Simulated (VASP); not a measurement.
# Au: single point with PBE

Crystal: Au.

```
CELL_PARAMETERS angstrom
2.95342 0.00000 0.00000
-1.47671 2.55774 0.00000
0.00000 0.00000 4.95116
ATOMIC_POSITIONS crystal
Au 0.33333 0.66667 0.75000
Au 0.66667 0.33333 0.25000
```

```yaml
Program: VASP 6.6.1
Task: single point
Functional: PBE
Potentials_or_basis: VASP PAW PBE potentials, release 64 (Au)
Cutoff: 500 eV
k_mesh: 18 × 18 × 10
Occupations: gaussian, width 0.15 eV
Spin: no spin polarisation
Dipole_correction: no
Further_INCAR_settings: ALGO = Normal; EDIFF = 1e-06; NBANDS = 18
```

The pressure is -4.8 GPa. The band gap on the k mesh is zero (band 11 reaches 11.82 eV, above the bottom of band 12 at 5.50 eV).

Stress tensor (GPa, compression positive):
```
-4.88  0.00  0.00
 0.00 -4.88  0.00
 0.00  0.00 -4.57
```

Levels at points of the mesh, in eV from the Fermi level:
```tsv
k point	band 8	band 9	band 10	band 11	band 12	band 13	band 14	band 15
(0.00, 0.00, 0.00)	-3.24	-3.24	-2.07	-2.07	-0.66	2.30	14.63	15.68
(0.50, 0.00, 0.00)	-1.88	-1.81	-1.66	0.39	1.39	5.56	6.74	7.02
(0.00, 0.00, 0.50)	-4.13	-2.47	-2.47	-2.47	-2.47	10.09	10.09	14.89
(0.50, 0.00, 0.50)	-2.23	-1.72	-1.72	0.69	0.69	3.52	3.52	12.86
```

Run time: 50 s on 1 thread of AMD EPYC 9R45 96-Core Processor (Zen 5), on a shared host, peak memory 0.21 GiB.

Caveat: spin-orbit coupling is left out, which moves the levels of the heavy elements.
